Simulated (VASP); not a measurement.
# Au: vibrations by perturbation theory with LDA

Crystal: Au.

```
Au
1.0
     1.39861   -2.42246    0.00000
     1.39861    2.42246    0.00000
     0.00000    0.00000    4.67871
Au
2
Direct
  0.66667 0.33333 0.25000
  0.33333 0.66667 0.75000
```

This isn't the form of Au at room conditions, which is fcc.

| Property | Result |
| --- | --- |
| Program | VASP 6.6.1 |
| Task | vibrations by perturbation theory |
| Functional | LDA |
| Potentials or basis | VASP PAW LDA potentials, release 64 (Au) |
| Cutoff | 520 eV |
| k mesh | 18 × 18 × 10 |
| Occupations | fermi-dirac, width 0.15 eV |
| Spin | no spin polarisation |
| Dipole correction | no |
| Further INCAR settings | ALGO = Normal; EDIFF = 1e-08; IBRION = 8; NSW = 1 |

* Highest phonon frequency at Γ: 175 cm⁻¹

Phonon frequencies in cm⁻¹ (negative: imaginary):
```tsv
q point	frequencies
(0.000, 0.000, 0.000)	0 0 0 49 49 175
```

Run time: 9.1 min on 1 thread of Intel(R) Xeon(R) Platinum 8259CL CPU @ 2.50GHz (Skylake/Cascade Lake), on a shared host, peak memory 0.9 GiB.

Caveat: the cell stands under pressure or tension, which shifts response properties.
